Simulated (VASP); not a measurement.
# Pd (Fd-3m) in VASP: single point with PBEsol

Aim: the single point of Pd with PBEsol.

Everything below comes from runs of VASP 6.6.1. Logs are shortened: lines on timing, memory, paths and dates and some standing lists are left out, and cuts for length are marked.

## (1) The cell of the first run

Symmetry: Fd-3m, No. 227, cubic system. Conventional cell: a = 4.795 Å, b = 4.795 Å, c = 4.795 Å, α = 90.00°, β = 90.00°, γ = 90.00°. Within 2.7 Å of Pd (site symmetry -43m) lie 4 Pd at 2.08 Å.

This isn't the form of Pd at room conditions, which is fcc.

## (2) Single point, PBEsol (13.78 Å³/atom)

INCAR

```
ALGO = Normal
EDIFF = 1E-6
ENCUT = 540
GGA = PS
GGA_COMPAT = F
ISIF = 2
ISMEAR = -1
LASPH = T
LCHARG = F
LREAL = F
LWAVE = F
NBANDS = 25
NELM = 120
PREC = Accurate
SIGMA = 0.05
```

KPOINTS

```
k-points
0
Gamma
  12 12 12
```

POSCAR

```
Pd
1.0
    0.0000000000      2.3976282119      2.3976282119
    2.3976282119      0.0000000000      2.3976282119
    2.3976282119      2.3976282119      0.0000000000
Pd
2
Direct
   -0.1250000000     -0.1250000000     -0.1250000000
    0.1250000000      0.1250000000      0.1250000000
```

Potentials or basis: VASP PAW PBE potentials, release 64 (Pd_sv_GW).

Started as:

```
cat potpaw_PBE.64/Pd_sv_GW/POTCAR > POTCAR
mpirun -np 1 vasp_std > vasp.out
```

OUTCAR:

```text
EDIFF = 1E-6
   ENCUT = 540
   GGA = PS
   ISIF = 2
   ISMEAR = -1
   LASPH = T
   LREAL = F
   NELM = 120
   PREC = Accurate

 ion  position               nearest neighbor table
   1  0.875  0.875  0.875-   2 2.08   2 2.08   2 2.08   2 2.08
   2  0.125  0.125  0.125-   1 2.08   1 2.08   1 2.08   1 2.08

  LATTYP: Found a face centered cubic cell.
 ALAT       =     4.7952564238

  Lattice vectors:

 A1 = (   0.0000000000,   2.3976282119,   2.3976282119)
 A2 = (   2.3976282119,   0.0000000000,   2.3976282119)
 A3 = (   2.3976282119,   2.3976282119,   0.0000000000)

Analysis of symmetry for initial positions (statically):
=====================================================================
 Subroutine PRICEL returns:
 Original cell was already a primitive cell.

 Routine SETGRP: Setting up the symmetry group for a
 face centered cubic supercell.

 Subroutine GETGRP returns: Found 48 space group operations
 (whereof 12 operations were pure point group operations)
 out of a pool of 48 trial point group operations.

The static configuration has the point symmetry D_3d.
 The point group associated with its full space group is O_h .

Analysis of symmetry for dynamics (positions and initial velocities):
=====================================================================
 Subroutine PRICEL returns:
 Original cell was already a primitive cell.

 Routine SETGRP: Setting up the symmetry group for a
 face centered cubic supercell.

 Subroutine GETGRP returns: Found 48 space group operations
 (whereof 12 operations were pure point group operations)
 out of a pool of 48 trial point group operations.

The dynamic configuration has the point symmetry D_3d.
 The point group associated with its full space group is O_h .

 Subroutine INISYM returns: Found 48 space group operations
 (whereof 12 operations are pure point group operations),
 and found     1 'primitive' translations

----------------------------------------------------------------------------------------

                                     Primitive cell

  volume of cell :      27.5661

  direct lattice vectors                    reciprocal lattice vectors
     0.000000000  2.397628212  2.397628212    -0.208539421  0.208539421  0.208539421
     2.397628212  0.000000000  2.397628212     0.208539421 -0.208539421  0.208539421
     2.397628212  2.397628212  0.000000000     0.208539421  0.208539421 -0.208539421

  length of vectors
     3.390758335  3.390758335  3.390758335     0.361200873  0.361200873  0.361200873

  position of ions in fractional coordinates (direct lattice)
     0.875000000  0.875000000  0.875000000
     0.125000000  0.125000000  0.125000000

  ion indices of the primitive-cell ions
   primitive index   ion index
                 1           1
                 2           2

----------------------------------------------------------------------------------------

 KPOINTS: k-points

Automatic generation of k-mesh.
 Grid dimensions read from file:
 generate k-points for:   12   12   12

 Generating k-lattice:

  Cartesian coordinates                     Fractional coordinates (reciprocal lattice)
    -0.017378285  0.017378285  0.017378285     0.083333333  0.000000000  0.000000000
     0.017378285 -0.017378285  0.017378285     0.000000000  0.083333333  0.000000000
     0.017378285  0.017378285 -0.017378285     0.000000000  0.000000000  0.083333333

  Length of vectors
     0.030100073  0.030100073  0.030100073

  Shift w.r.t. Gamma in fractional coordinates (k-lattice)
     0.000000000  0.000000000  0.000000000

 Subroutine IBZKPT returns following result:
 ===========================================

 Found     72 irreducible k-points:

 Following reciprocal coordinates:
            Coordinates               Weight
  0.000000  0.000000  0.000000      1.000000
  0.083333  0.000000  0.000000      8.000000
  0.166667  0.000000  0.000000      8.000000
  0.250000  0.000000  0.000000      8.000000
  0.333333  0.000000  0.000000      8.000000
  0.416667  0.000000  0.000000      8.000000
[... 16 lines left out ...]
  0.500000  0.166667  0.000000     24.000000
 -0.416667  0.166667  0.000000     24.000000
 [... further k-points ...]
   k-points           NKPTS =     72   k-points in BZ     NKDIM =     72   number of bands    NBANDS=     25
   number of dos      NEDOS =    301   number of ions     NIONS =      2
   total plane-waves  NPLWV =  21952
   dimension x,y,z NGX =    28 NGY =   28 NGZ =   28
   dimension x,y,z NGXF=    56 NGYF=   56 NGZF=   56
   ions per type =               2
   NGX,Y,Z   is equivalent  to a cutoff of  13.73, 13.73, 13.73 a.u.
   NGXF,Y,Z  is equivalent  to a cutoff of  27.46, 27.46, 27.46 a.u.
 SYSTEM =  unknown system
   PREC   = accura    normal or accurate (medium, high low for compatibility)
   ISTART =      0    job   : 0-new  1-cont  2-samecut
   ICHARG =      2    charge: 1-file 2-atom 10-const
   ISPIN  =      1    spin polarized calculation?
   LNONCOLLINEAR =      F non collinear calculations
   LSORBIT =      F    spin-orbit coupling
   LASPH  =      T    aspherical Exc in radial PAW
   ENCUT  =  540.0 eV  39.69 Ry    6.30 a.u.   6.42  6.42  6.42*2*pi/ulx,y,z
   NELM   =    120;   NELMIN=  2; NELMDL= -5     # of ELM steps
   EDIFF  = 0.1E-05   stopping-criterion for ELM
   LREAL  =      F    real-space projection
   EDIFFG = 0.1E-04   stopping-criterion for IOM
   NSW    =      0    number of steps for IOM
   IBRION =     -1    ionic relax: 0-MD 1-quasi-New 2-CG
   NFREE  =      0    steps in history (QN), initial steepest desc. (CG)
   ISIF   =      2    stress and relaxation
   ISYM   =      2    0-nonsym 1-usesym 2-fastsym
   POTIM  = 0.5000    time-step for ionic-motion
   TEBEG  =    0.0;   TEEND  =   0.0 temperature during run
   PSTRESS=    0.0 pullay stress
   NELECT =      36.0000    total number of electrons
   NUPDOWN=      -1.0000    fix difference up-down
   EMIN   =  10.00;   EMAX   =-10.00  energy-range for DOS
   EFERMI =   0.00;   METHOD = LEGACY
   ISMEAR =    -1;   SIGMA  =   0.05  broadening in eV -4-tet -1-fermi 0-gaus
   EFERMI_NEDOS =   21; number of points for ismear=-14 and -15
   IALGO  =     38    algorithm
   IMIX   =      4    mixing-type and parameters
     AMIX     =   0.40;   BMIX     =  1.00
     AMIX_MAG =   1.60;   BMIX_MAG =  1.00
  volume/ion in A,a.u.               =      13.78        93.01
  Fermi-wavevector in a.u.,A,eV,Ry     =   1.789440  3.381551 43.567158  3.202096
  Thomas-Fermi vector in A             =   2.852413
   LORBIT       =      0    0 simple, 1 ext, 2 COOP (PROOUT), +10 PAW based schemes
   GGA     = PS    functional components
   LHFCALC =     F    Hartree Fock is set to
   AEXX    =    0.0000 exact exchange contribution
   IVDW    =     0    specifies the selected vdW correction
   LEPSILON=     F    determine dielectric tensor
   LRPA    =     F    only Hartree local field effects (RPA)
 non-spin polarized calculation
  energy-cutoff  :      540.00
  volume of cell :       27.57
 maximum number of plane-waves:       817
 NGX is ok and might be reduce to    28
   NGX = 13   NGY = 13   NGZ = 13

 number of electron      35.9999986 magnetization

 Free energy of the ion-electron system (eV)
  ---------------------------------------------------
  ext. energy  EPLUGINS =         0.00000000
  ---------------------------------------------------
  free energy    TOTEN  =        -0.72868668 eV

  energy without entropy =       -0.70103724  energy(sigma->0) =       -0.71486196

 E-fermi :  10.6584     XC(G=0): -13.8122

 val. band max:       10.6488037663   @ k =  -0.3333   0.3333   0.1667
 cond. band min:      10.6647675852   @ k =   0.0833   0.0833   0.0000
 fundamental gap:      0.0159638189
 Fermi energy:        10.6584399507

 k-point     1 :       0.0000    0.0000    0.0000
  band No.  band energies     occupation
      1     -75.9868      2.00000
      2     -74.9621      2.00000
      3     -42.1368      2.00000
      4     -42.1368      2.00000
      5     -42.1368      2.00000
      6     -40.6186      2.00000
[... 17 lines left out ...]
     24      26.5471      0.00000
     25      27.8462      0.00000

 k-point     2 :       0.0833    0.0000    0.0000
  band No.  band energies     occupation
      1     -75.9743      2.00000
      2     -74.9756      2.00000
      3     -42.1510      2.00000
      4     -42.1510      2.00000
      5     -42.1371      2.00000
      6     -40.6206      2.00000
[... 17 lines left out ...]
     24      26.5380      0.00000
     25      27.5622      0.00000

 k-point     3 :       0.1667    0.0000    0.0000
  band No.  band energies     occupation
      1     -75.9380      2.00000
      2     -75.0145      2.00000
      3     -42.1855      2.00000
      4     -42.1855      2.00000
      5     -42.1323      2.00000
      6     -40.6229      2.00000
[... 17 lines left out ...]
     24      26.9855      0.00000
     25      27.0080      0.00000

 k-point     4 :       0.2500    0.0000    0.0000
  band No.  band energies     occupation
      1     -75.8830      2.00000
      2     -75.0732      2.00000
      3     -42.2296      2.00000
      4     -42.2296      2.00000
      5     -42.1261      2.00000
      6     -40.6256      2.00000
[... 17 lines left out ...]
     24      26.6815      0.00000
     25      26.6815      0.00000

 k-point     5 :       0.3333    0.0000    0.0000
  band No.  band energies     occupation
      1     -75.8186      2.00000
      2     -75.1412      2.00000
      3     -42.2710      2.00000
      4     -42.2710      2.00000
      5     -42.1204      2.00000
      6     -40.6263      2.00000
[... 17 lines left out ...]
     24      26.6735      0.00000
     25      26.6735      0.00000

 k-point     6 :       0.4167    0.0000    0.0000
  band No.  band energies     occupation
      1     -75.7617      2.00000
      2     -75.2007      2.00000
      3     -42.3005      2.00000
      4     -42.3005      2.00000
      5     -42.1178      2.00000
      6     -40.6271      2.00000
[... 17 lines left out ...]
     24      26.7493      0.00000
     25      26.7493      0.00000
[... 393 lines left out ...]
 k-point    21 :       0.3333    0.1667    0.0000
  band No.  band energies     occupation
      1     -75.8186      2.00000
      2     -75.1412      2.00000
      3     -42.3404      2.00000
      4     -42.3246      2.00000
      5     -41.9471      2.00000
      6     -40.8068      2.00000
[... 17 lines left out ...]
     24      26.4248      0.00000
     25      28.4761      0.00000

 k-point    22 :       0.4167    0.1667    0.0000
  band No.  band energies     occupation
      1     -75.7540      2.00000
      2     -75.2088      2.00000
      3     -42.3914      2.00000
      4     -42.3509      2.00000
      5     -41.9135      2.00000
      6     -40.8337      2.00000
[... 17 lines left out ...]
     24      27.4249      0.00000
     25      29.0275      0.00000

 k-point    23 :       0.5000    0.1667    0.0000
  band No.  band energies     occupation
      1     -75.7039      2.00000
      2     -75.2607      2.00000
      3     -42.4291      2.00000
      4     -42.3579      2.00000
      5     -41.8970      2.00000
      6     -40.8449      2.00000
[... 17 lines left out ...]
     24      28.1479      0.00000
     25      29.0919      0.00000

 k-point    24 :      -0.4167    0.1667    0.0000
  band No.  band energies     occupation
      1     -75.6967      2.00000
      2     -75.2682      2.00000
      3     -42.4430      2.00000
      4     -42.3436      2.00000
      5     -41.9039      2.00000
      6     -40.8347      2.00000
[... 17 lines left out ...]
     24      28.2111      0.00000
     25      28.5230      0.00000

 [... further k-points ...]

------------------------ aborting loop because EDIFF is reached ----------------------------------------

  FORCE on cell =-STRESS in cart. coord.  units (eV):
  Direction    XX          YY          ZZ          XY          YZ          ZX
  --------------------------------------------------------------------------------------
  -------------------------------------------------------------------------------------
  Total       27.5638863     27.5638863     27.5638863     -0.0000000      0.0000000     -0.0000000
  in kB     1602.0479683   1602.0479683   1602.0479683     -0.0000000      0.0000000     -0.0000000
  external PRESSURE =    1602.0479683 kB  Pullay stress =       0.0000000 kB

 VOLUME and BASIS-vectors are now :
 -----------------------------------------------------------------------------
  energy-cutoff  :      540.00
  volume of cell :       27.57
      direct lattice vectors                 reciprocal lattice vectors
     0.000000000  2.397628212  2.397628212    -0.208539421  0.208539421  0.208539421
     2.397628212  0.000000000  2.397628212     0.208539421 -0.208539421  0.208539421
     2.397628212  2.397628212  0.000000000     0.208539421  0.208539421 -0.208539421

 POSITION                                       TOTAL-FORCE (eV/Angst)
 -----------------------------------------------------------------------------------
      4.19585      4.19585      4.19585        -0.000000      0.000000     -0.000000
      0.59941      0.59941      0.59941         0.000000     -0.000000      0.000000
 -----------------------------------------------------------------------------------
    total drift:                                0.000000     -0.000000     -0.000000

  FREE ENERGIE OF THE ION-ELECTRON SYSTEM (eV)
  ---------------------------------------------------
  free  energy   TOTEN  =        -0.7286866809 eV

  energy  without entropy=       -0.7010372365  energy(sigma->0) =       -0.71486196
```

It took 44 s on 1 thread of Intel Xeon Platinum 8375C at 2.90GHz (Ice Lake), shared host; peak memory 0.2 GiB.

What came out:

- Free energy: -0.7287 eV
- Pressure: 160.2 GPa
- Band gap on the k mesh: zero (bands 18 and 19 overlap by 0.93 eV)

Caveat: the cell stands under pressure; the PAW data sets were made with another functional, which shifts forces and pressure a little.
